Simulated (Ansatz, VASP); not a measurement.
One calculation of AlNi, two programs

```xyz
6
Lattice="2.8329 0.0000 0.0000 0.0000 4.0063 0.0000 0.0000 0.0000 20.0063" Properties=species:S:1:pos:R:3 pbc="T T T"
Ni    2.1246    1.0016    8.0000
Ni    2.1246    3.0047   10.0031
Ni    2.1246    1.0016   12.0063
Al    0.7082    3.0047    8.0000
Al    0.7082    1.0016   10.0031
Al    0.7082    3.0047   12.0063
```

Alike in both runs: task single point; functional LDA; k mesh 13 × 9 × 1; occupations fermi-dirac, width 0.1 eV; no spin polarisation.

|  | VASP | Ansatz |
| --- | --- | --- |
| version | VASP 6.6.1 | Ansatz 0.2.0 |
| potentials or method | VASP PAW LDA potentials, release 64 (Ni, Al) | PAW with Ansatz's default frozen-core files, scalar-relativistic |
| plane-wave cutoff (eV) | 520 | 420 |
| valence electrons in the cell | 39 | 63 |

Ansatz gave:

- rms of the force components (eV/Å): 0.337

Task: Estimate VASP's values.

Result: rms of the force components (eV/Å): 0.329.

LDA's correlation is that of Perdew and Zunger in VASP and of Perdew and Wang (1992) in Ansatz. VASP's potentials hold 39 valence electrons a cell and Ansatz's 63, so a difference there can come from the potentials and not from the codes.
